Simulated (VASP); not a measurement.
Runs of VASP 6.6.1 on TiPbO3. Symmetry: Pm-3m, No. 221, cubic system. The conventional cell has a = 3.964 Å, b = 3.964 Å, c = 3.964 Å, α = 90.00°, β = 90.00°, γ = 90.00°. Ti (site symmetry m-3m) has 6 O at 1.98 Å within 2.6 Å. Within 3.7 Å of Pb (site symmetry m-3m) lie 12 O at 2.80 Å and 8 Ti at 3.43 Å. Within 2.6 Å of O (site symmetry 4/mmm) lie 2 Ti at 1.98 Å. 

```csv
k mesh,gap on the mesh (eV),pressure (GPa)
6 × 6 × 6,1.74,10.3
4 × 4 × 4,1.72,10.3
2 × 2 × 2,(a),12.8
5 × 5 × 5,2.04,10.3
7 × 7 × 7,1.90,10.3
3 × 3 × 3,2.20,(b)
```

Alike in all rows: task single point; level pbe exchange, lda correlation; potentials or basis VASP PAW PBE potentials, release 64 (Ti_sv, Pb_d, O); no spin polarisation; cell as given; cutoff (eV) 600; smearing gaussian 0.01 eV.

Task: Estimate the missing entries.

Result: (a) 1.36; (b) 10.4.

Caveats: some runs use coarse meshes; the PAW data sets were made with another functional, which shifts forces and pressure a little; spin-orbit coupling is left out, which moves the levels of the heavy elements; the cell stands under pressure (at least some runs); an odd mesh through Γ misses points on the zone boundary, where band edges can lie (at least some runs).

A k mesh can miss the band edges, and the runs leave out spin-orbit coupling on Pb.
